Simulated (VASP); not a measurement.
Wanted: the native input for a VASP 6.6.1 run.

* Task: single point
* Functional: PBEsol
* Potentials or basis: VASP PAW PBE potentials, release 64 (Ta_pv, N)
* Cutoff: 520 eV
* k mesh: 12 × 12 × 16
* Occupations: gaussian, width 0.15 eV
* Spin: no spin polarisation
* Dipole correction: no
* Further INCAR settings: ALGO = Fast; EDIFF = 1e-06; NBANDS = 33

The structure of TaN lies in POSCAR:

```
TaN
1.0
    5.1789208734      0.0000000000      0.0000000000
   -2.5894604367      4.4850770406      0.0000000000
    0.0000000000      0.0000000000      2.8959972714
Ta N
3 3
Direct
    0.3751386353      0.7502772706      0.5000000000
    0.7084719686      0.4169439373      0.5000000000
    0.0418053020      0.0836106039      0.0000000000
    0.3933709411      0.0000000000      0.0000000000
    0.6066290589      0.6066290589      0.0000000000
    0.0000000000      0.3933709411      0.0000000000
```

This cell differs from its parent crystal: all Ta atoms moved +0.375 Å, as atom 1 along Cartesian [0 1 0].

One way to write it, as run:

INCAR

```
SYSTEM = TaN
PREC = Accurate
ENCUT = 520
EDIFF = 1E-6
ISMEAR = 0
SIGMA = 0.15
LREAL = .FALSE.
LASPH = .TRUE.
NELM = 100
ALGO = Fast
ISIF = 2
LWAVE = .FALSE.
LCHARG = .FALSE.
GGA = PS
NBANDS = 33
```

KPOINTS

```
regular mesh
0
G
  12 12 16
  0 0 0
```

Potentials or basis: VASP PAW PBE potentials, release 64 (Ta_pv, N).

Launch:

```console
$ cat potpaw_PBE.64/Ta_pv/POTCAR potpaw_PBE.64/N/POTCAR > POTCAR
$ mpirun -np 1 vasp_std > vasp.out
```

It gave:

```json
{
  "Pressure": "26.6 GPa",
  "Largest force": "10.208 eV/Å",
  "Band gap on the k mesh": "zero (bands 24 and 25 overlap by 1.34 eV)"
}
```

Caveat: the cell differs from its parent crystal (all Ta atoms moved +0.375 Å, as atom 1 along Cartesian [0 1 0]); the stress differs along the axes, from 23 to 29 GPa; the PAW data sets were made with another functional, which shifts forces and pressure a little; spin-orbit coupling is left out, which moves the levels of the heavy elements.

It took 29 min on 1 thread of Oxide Virtual Turin-like Processor, on a shared host, peak memory 1.1 GiB.
